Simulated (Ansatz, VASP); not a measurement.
**Ni: VASP beside Ansatz**

```
Ni
1.0
    -1.38372    1.38372    1.38372
     1.38372   -1.38372    1.38372
     1.38372    1.38372   -1.38372
Ni
1
Cartesian
  0.0000 0.0000 0.0000
```

Alike in both runs: task single point; functional PBEsol; k mesh 17 × 17 × 17; occupations fermi-dirac, width 0.1 eV; collinear spin.

```csv
,VASP,Ansatz
version,VASP 6.6.1,Ansatz 0.2.0
potentials or method,"VASP PAW PBE potentials, release 64 (Ni), cutoff 520 eV","plane waves, PAW"
valence electrons in the cell,10,18
```

|  | VASP | Ansatz | Ansatz less VASP |
| --- | --- | --- | --- |
| gap on the k mesh at the Fermi level (eV) | none | none | - |
| pressure (GPa) | -2.6 | -2.5 | +0.05 |
| net moment per atom (μB) | 0.48 | 0.50 | +0.017 |
| size of the moment on the site where the two differ most (μB) | 0.48 | 0.52 | +0.037 |

VASP's potentials were made for PBE, not for PBEsol. Site moments also hang on the region over which each program counts them. A gap of «none» marks a metal or a gap that the smearing closes. The functional is the same, so the differences come from potentials, cutoffs and numerics. VASP's potentials hold 10 valence electrons a cell and Ansatz's 18, so a difference there can come from the potentials and not from the codes.
